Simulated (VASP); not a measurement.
# WS2 (P4/mmm) in VASP: a series of runs

WS2 is run at these levels: PBE; tasks: single point.

All numbers are computed with VASP 6.6.1; they aren't measurements. Logs are shortened: lines on timing, memory, paths and dates and some standing lists are left out, and cuts for length are marked.

## Step 1: The cell of the first run

It takes space group P4/mmm (No. 123, tetragonal). Conventional cell: a = 2.539 Å, b = 2.539 Å, c = 9.046 Å, α = 90.00°, β = 90.00°, γ = 90.00°. W (site symmetry 4/mmm) has 2 S at 2.40 Å and 4 W at 2.54 Å within 3.2 Å. Within 3.2 Å of S (site symmetry 4mm) lie 1 W at 2.40 Å and 4 S at 2.54 Å.

## Step 2: Single point, PBE (volume scaled by 0.94)

The input, INCAR:

```
  ALGO = Normal
  EDIFF = 1E-7
  ENCUT = 520
  GGA = PE
  ISIF = 2
  ISMEAR = -1
  LASPH = True
  LCHARG = False
  LREAL = False
  LWAVE = False
  NBANDS = 20
  NELM = 80
  PREC = Accurate
  SIGMA = 0.05
```

The input, KPOINTS:

```
k-points
0
Gamma
  10 10 3
```

The input, POSCAR:

```
WS2
1.0
    2.5388227055      0.0000000000      0.0000000000
    0.0000000000      2.5388227055      0.0000000000
    0.0000000000      0.0000000000      9.0456646575
W S
1 2
Direct
    0.5000000000      0.5000000000      0.5000000000
    0.5000000000      0.5000000000      0.7656600000
    0.5000000000      0.5000000000      0.2343400000
```

Potentials or basis: VASP PAW PBE potentials, release 64 (W_sv, S).

Launch:

```bash
$ cat potpaw_PBE.64/W_sv/POTCAR potpaw_PBE.64/S/POTCAR > POTCAR
$ mpirun -np 1 vasp_std > vasp.out
```

OUTCAR:

```text
EDIFF = 1E-7
   ENCUT = 520
   GGA = PE
   ISIF = 2
   ISMEAR = -1
   LASPH = True
   LREAL = False
   NELM = 80
   PREC = Accurate

 ion  position               nearest neighbor table
   1  0.500  0.500  0.500-   2 2.40   3 2.40
   2  0.500  0.500  0.766-   1 2.40
   3  0.500  0.500  0.234-   1 2.40

  LATTYP: Found a simple tetragonal cell.
 ALAT       =     2.5388227055
 C/A-ratio  =     3.5629367257

  Lattice vectors:

 A1 = (   2.5388227055,   0.0000000000,   0.0000000000)
 A2 = (   0.0000000000,   2.5388227055,   0.0000000000)
 A3 = (   0.0000000000,   0.0000000000,   9.0456646575)

Analysis of symmetry for initial positions (statically):
=====================================================================
 Subroutine PRICEL returns:
 Original cell was already a primitive cell.

 Routine SETGRP: Setting up the symmetry group for a
 simple tetragonal supercell.

 Subroutine GETGRP returns: Found 16 space group operations
 (whereof 16 operations were pure point group operations)
 out of a pool of 16 trial point group operations.

The static configuration has the point symmetry D_4h.

Analysis of symmetry for dynamics (positions and initial velocities):
=====================================================================
 Subroutine PRICEL returns:
 Original cell was already a primitive cell.

 Routine SETGRP: Setting up the symmetry group for a
 simple tetragonal supercell.

 Subroutine GETGRP returns: Found 16 space group operations
 (whereof 16 operations were pure point group operations)
 out of a pool of 16 trial point group operations.

The dynamic configuration has the point symmetry D_4h.

 Subroutine INISYM returns: Found 16 space group operations
 (whereof 16 operations are pure point group operations),
 and found     1 'primitive' translations

----------------------------------------------------------------------------------------

                                     Primitive cell

  volume of cell :      58.3049

  direct lattice vectors                    reciprocal lattice vectors
     2.538822705  0.000000000  0.000000000     0.393883353  0.000000000  0.000000000
     0.000000000  2.538822705  0.000000000     0.000000000  0.393883353  0.000000000
     0.000000000  0.000000000  9.045664657     0.000000000  0.000000000  0.110550196

  length of vectors
     2.538822705  2.538822705  9.045664657     0.393883353  0.393883353  0.110550196

  position of ions in fractional coordinates (direct lattice)
     0.500000000  0.500000000  0.500000000
     0.500000000  0.500000000  0.765660000
     0.500000000  0.500000000  0.234340000

  ion indices of the primitive-cell ions
   primitive index   ion index
                 1           1
                 2           2
                 3           3

----------------------------------------------------------------------------------------

 KPOINTS: k-points

Automatic generation of k-mesh.
 Grid dimensions read from file:
 generate k-points for:   10   10    3

 Generating k-lattice:

  Cartesian coordinates                     Fractional coordinates (reciprocal lattice)
     0.039388335  0.000000000  0.000000000     0.100000000  0.000000000  0.000000000
     0.000000000  0.039388335  0.000000000     0.000000000  0.100000000  0.000000000
     0.000000000  0.000000000  0.036850065     0.000000000  0.000000000  0.333333333

  Length of vectors
     0.039388335  0.039388335  0.036850065

  Shift w.r.t. Gamma in fractional coordinates (k-lattice)
     0.000000000  0.000000000  0.000000000

 Subroutine IBZKPT returns following result:
 ===========================================

 Found     42 irreducible k-points:

 Following reciprocal coordinates:
            Coordinates               Weight
  0.000000  0.000000  0.000000      1.000000
  0.100000  0.000000  0.000000      4.000000
  0.200000  0.000000  0.000000      4.000000
  0.300000  0.000000  0.000000      4.000000
  0.400000  0.000000  0.000000      4.000000
  0.500000  0.000000  0.000000      2.000000
[... 16 lines left out ...]
  0.100000  0.000000  0.333333      8.000000
  0.200000  0.000000  0.333333      8.000000
 [... further k-points ...]
   k-points           NKPTS =     42   k-points in BZ     NKDIM =     42   number of bands    NBANDS=     20
   number of dos      NEDOS =    301   number of ions     NIONS =      3
   total plane-waves  NPLWV =  28000
   dimension x,y,z NGX =    20 NGY =   20 NGZ =   70
   dimension x,y,z NGXF=    40 NGYF=   40 NGZF=  140
   ions per type =               1   2
   NGX,Y,Z   is equivalent  to a cutoff of  13.10, 13.10, 12.86 a.u.
   NGXF,Y,Z  is equivalent  to a cutoff of  26.19, 26.19, 25.73 a.u.
 SYSTEM =  unknown system
   PREC   = accura    normal or accurate (medium, high low for compatibility)
   ISTART =      0    job   : 0-new  1-cont  2-samecut
   ICHARG =      2    charge: 1-file 2-atom 10-const
   ISPIN  =      1    spin polarized calculation?
   LNONCOLLINEAR =      F non collinear calculations
   LSORBIT =      F    spin-orbit coupling
   LASPH  =      T    aspherical Exc in radial PAW
   ENCUT  =  520.0 eV  38.22 Ry    6.18 a.u.   4.72  4.72 16.82*2*pi/ulx,y,z
   NELM   =     80;   NELMIN=  2; NELMDL= -5     # of ELM steps
   EDIFF  = 0.1E-06   stopping-criterion for ELM
   LREAL  =      F    real-space projection
   EDIFFG = 0.1E-05   stopping-criterion for IOM
   NSW    =      0    number of steps for IOM
   IBRION =     -1    ionic relax: 0-MD 1-quasi-New 2-CG
   NFREE  =      0    steps in history (QN), initial steepest desc. (CG)
   ISIF   =      2    stress and relaxation
   ISYM   =      2    0-nonsym 1-usesym 2-fastsym
   POTIM  = 0.5000    time-step for ionic-motion
   TEBEG  =    0.0;   TEEND  =   0.0 temperature during run
   PSTRESS=    0.0 pullay stress
   NELECT =      26.0000    total number of electrons
   NUPDOWN=      -1.0000    fix difference up-down
   EMIN   =  10.00;   EMAX   =-10.00  energy-range for DOS
   EFERMI =   0.00;   METHOD = LEGACY
   ISMEAR =    -1;   SIGMA  =   0.05  broadening in eV -4-tet -1-fermi 0-gaus
   EFERMI_NEDOS =   21; number of points for ismear=-14 and -15
   IALGO  =     38    algorithm
   IMIX   =      4    mixing-type and parameters
     AMIX     =   0.40;   BMIX     =  1.00
     AMIX_MAG =   1.60;   BMIX_MAG =  1.00
  volume/ion in A,a.u.               =      19.43       131.15
  Fermi-wavevector in a.u.,A,eV,Ry     =   1.250732  2.363540 21.284003  1.564330
  Thomas-Fermi vector in A             =   2.384712
   LORBIT       =      0    0 simple, 1 ext, 2 COOP (PROOUT), +10 PAW based schemes
   GGA     = PE    functional components
   LHFCALC =     F    Hartree Fock is set to
   AEXX    =    0.0000 exact exchange contribution
   IVDW    =     0    specifies the selected vdW correction
   LEPSILON=     F    determine dielectric tensor
   LRPA    =     F    only Hartree local field effects (RPA)
 non-spin polarized calculation
  energy-cutoff  :      520.00
  volume of cell :       58.30
 maximum number of plane-waves:      1590
 NGX is ok and might be reduce to    20
   NGX =  9   NGY =  9   NGZ = 33

 number of electron      25.9999997 magnetization

 Free energy of the ion-electron system (eV)
  ---------------------------------------------------
  ext. energy  EPLUGINS =         0.00000000
  ---------------------------------------------------
  free energy    TOTEN  =       -19.47148687 eV

  energy without entropy =      -19.44810377  energy(sigma->0) =      -19.45979532

 E-fermi :   6.3080     XC(G=0): -10.3093

 val. band max:        6.2985265761   @ k =   0.3000   0.2000   0.3333
 cond. band min:       6.3328119776   @ k =   0.4000   0.4000   0.0000
 fundamental gap:      0.0342854015
 Fermi energy:         6.3079730748

 k-point     1 :       0.0000    0.0000    0.0000
  band No.  band energies     occupation
      1     -67.4106      2.00000
      2     -31.8801      2.00000
      3     -30.7739      2.00000
      4     -30.7739      2.00000
      5      -9.8375      2.00000
      6      -9.4806      2.00000
[... 12 lines left out ...]
     19      12.7767      0.00000
     20      14.4874      0.00000

 k-point     2 :       0.1000    0.0000    0.0000
  band No.  band energies     occupation
      1     -67.3966      2.00000
      2     -31.8602      2.00000
      3     -30.9543      2.00000
      4     -30.7588      2.00000
      5      -9.6501      2.00000
      6      -9.2977      2.00000
[... 12 lines left out ...]
     19      13.6829      0.00000
     20      14.8187      0.00000

 k-point     3 :       0.2000    0.0000    0.0000
  band No.  band energies     occupation
      1     -67.3596      2.00000
      2     -31.8078      2.00000
      3     -31.4091      2.00000
      4     -30.7190      2.00000
      5      -9.1055      2.00000
      6      -8.7627      2.00000
[... 12 lines left out ...]
     19      14.8039      0.00000
     20      15.0256      0.00000

 k-point     4 :       0.3000    0.0000    0.0000
  band No.  band energies     occupation
      1     -67.3137      2.00000
      2     -31.9403      2.00000
      3     -31.7422      2.00000
      4     -30.6694      2.00000
      5      -8.2706      2.00000
      6      -7.9311      2.00000
[... 12 lines left out ...]
     19      13.6809      0.00000
     20      16.0417      0.00000

 k-point     5 :       0.4000    0.0000    0.0000
  band No.  band energies     occupation
      1     -67.2763      2.00000
      2     -32.3482      2.00000
      3     -31.6885      2.00000
      4     -30.6289      2.00000
      5      -7.3420      2.00000
      6      -6.9810      2.00000
[... 12 lines left out ...]
     19      12.9052      0.00000
     20      15.0062      0.00000
[... 353 lines left out ...]
      6      -3.3441      2.00000
[... 12 lines left out ...]
     19      12.8996      0.00000
     20      12.8996      0.00000

 k-point    22 :       0.0000    0.0000    0.3333
  band No.  band energies     occupation
      1     -67.4107      2.00000
      2     -31.8801      2.00000
      3     -30.7739      2.00000
      4     -30.7739      2.00000
      5      -9.8166      2.00000
      6      -9.5056      2.00000
[... 12 lines left out ...]
     19      12.3612      0.00000
     20      14.4676      0.00000

 k-point    23 :       0.1000    0.0000    0.3333
  band No.  band energies     occupation
      1     -67.3966      2.00000
      2     -31.8602      2.00000
      3     -30.9543      2.00000
      4     -30.7588      2.00000
      5      -9.6293      2.00000
      6      -9.3225      2.00000
[... 12 lines left out ...]
     19      11.9144      0.00000
     20      15.1712      0.00000

 k-point    24 :       0.2000    0.0000    0.3333
  band No.  band energies     occupation
      1     -67.3596      2.00000
      2     -31.8077      2.00000
      3     -31.4091      2.00000
      4     -30.7190      2.00000
      5      -9.0852      2.00000
      6      -8.7867      2.00000
[... 12 lines left out ...]
     19      12.5688      0.00000
     20      16.0148      0.00000

 [... further k-points ...]
[... 5 lines left out ...]
  --------------------------------------------------------------------------------------
  -------------------------------------------------------------------------------------
  Total        3.2132138      3.2132138      3.2683224      0.0000000     -0.0000000      0.0000000
  in kB       88.2968035     88.2968035     89.8111472      0.0000000     -0.0000000      0.0000000
  external PRESSURE =      88.8015847 kB  Pullay stress =       0.0000000 kB

 VOLUME and BASIS-vectors are now :
 -----------------------------------------------------------------------------
  energy-cutoff  :      520.00
  volume of cell :       58.30
      direct lattice vectors                 reciprocal lattice vectors
     2.538822705  0.000000000  0.000000000     0.393883353  0.000000000  0.000000000
     0.000000000  2.538822705  0.000000000     0.000000000  0.393883353  0.000000000
     0.000000000  0.000000000  9.045664657     0.000000000  0.000000000  0.110550196

 POSITION                                       TOTAL-FORCE (eV/Angst)
 -----------------------------------------------------------------------------------
      1.26941      1.26941      4.52283         0.000000      0.000000      0.000000
      1.26941      1.26941      6.92590         0.000000     -0.000000      0.686599
      1.26941      1.26941      2.11976        -0.000000     -0.000000     -0.686599
 -----------------------------------------------------------------------------------
    total drift:                                0.000000      0.000000      0.000000

  FREE ENERGIE OF THE ION-ELECTRON SYSTEM (eV)
  ---------------------------------------------------
  free  energy   TOTEN  =       -19.4714868653 eV

  energy  without entropy=      -19.4481037677  energy(sigma->0) =      -19.45979532
```

It took 41 s on 1 thread of Intel Xeon Platinum 8375C at 2.90GHz (Ice Lake), shared host; peak memory 0.19 GiB.

What came out:

* Free energy: -19.4715 eV
* Pressure: 8.9 GPa
* Largest force: 0.687 eV/Å
* Band gap on the k mesh: zero (band 13 reaches 8.89 eV, above the bottom of band 14 at 4.80 eV)

Forces in eV/Å, atoms in the order of the input:
```
W    0.000  0.000  0.000
S    0.000  0.000  0.687
S    0.000  0.000 -0.687
```

Stress tensor (GPa, compression positive):
```
8.83 0.00 0.00
0.00 8.83 0.00
0.00 0.00 8.98
```

Levels at points of the mesh, in eV from the Fermi level:
| k point | band 11 | band 12 | band 13 | band 14 | band 15 | band 16 |
| --- | --- | --- | --- | --- | --- | --- |
| (0.00, 0.00, 0.00) | 1.66 | 1.66 | 2.17 | 2.57 | 2.57 | 4.34 |
| (0.50, 0.00, 0.00) | -2.55 | -2.36 | 1.63 | 1.78 | 2.94 | 4.17 |
| (0.50, 0.50, 0.00) | -4.97 | -2.36 | -0.91 | -0.91 | -0.23 | 3.51 |

Caveat: spin-orbit coupling is left out, which moves the levels of the heavy elements; this functional lacks dispersion, which binds the layers, so the pressure and a relaxed spacing across them are unreliable.

## Step 3: Single point, PBE (volume scaled by 0.96)

The input, INCAR:

```
SYSTEM = WS2
  PREC = Accurate
  ENCUT = 520
  EDIFF = 1E-6
  ISMEAR = -1
  SIGMA = 0.05
  LREAL = .FALSE.
  LASPH = .TRUE.
  NELM = 100
  ALGO = Normal
  ISIF = 2
  LWAVE = .FALSE.
  LCHARG = .FALSE.
  GGA = PE
  NBANDS = 20
```

The input, KPOINTS:

```
regular mesh
0
G
  10 10 3
  0 0 0
```

The input, POSCAR:

```
WS2
1.0
    2.5567023278      0.0000000000      0.0000000000
    0.0000000000      2.5567023278      0.0000000000
    0.0000000000      0.0000000000      9.1093686202
W S
1 2
Direct
    0.5000000000      0.5000000000      0.5000000000
    0.5000000000      0.5000000000      0.7656600000
    0.5000000000      0.5000000000      0.2343400000
```

Potentials or basis: VASP PAW PBE potentials, release 64 (W_sv, S).

Launch:

```bash
$ cat potpaw_PBE.64/W_sv/POTCAR potpaw_PBE.64/S/POTCAR > POTCAR
$ mpirun -np 1 vasp_std > vasp.out
```

Run time: 34 s. Hardware: 1 thread of Intel Xeon Platinum 8375C at 2.90GHz (Ice Lake), shared host; peak memory 0.2 GiB.

Results (log left out):

| Property | Result |
| --- | --- |
| Free energy | -19.5291 eV |
| Pressure | 5.9 GPa |
| Largest force | 0.454 eV/Å |
| Band gap on the k mesh | zero (band 13 reaches 8.55 eV, above the bottom of band 14 at 4.56 eV) |

Forces on the atoms (eV/Å):
```
W    0.000  0.000  0.000
S    0.000  0.000  0.454
S    0.000  0.000 -0.454
```

Stress tensor (GPa, compression positive):
```
5.97 0.00 0.00
0.00 5.97 0.00
0.00 0.00 5.84
```

Levels at points of the mesh, in eV from the Fermi level:
| k point | band 11 | band 12 | band 13 | band 14 | band 15 | band 16 |
| --- | --- | --- | --- | --- | --- | --- |
| (0.00, 0.00, 0.00) | 1.62 | 1.62 | 2.20 | 2.50 | 2.50 | 4.23 |
| (0.50, 0.00, 0.00) | -2.45 | -2.33 | 1.63 | 1.76 | 2.86 | 4.04 |
| (0.50, 0.50, 0.00) | -4.86 | -2.34 | -0.86 | -0.86 | -0.26 | 3.64 |

Caveat: spin-orbit coupling is left out, which moves the levels of the heavy elements; this functional lacks dispersion, which binds the layers, so the pressure and a relaxed spacing across them are unreliable.

(Continued in part 2 of 2.)
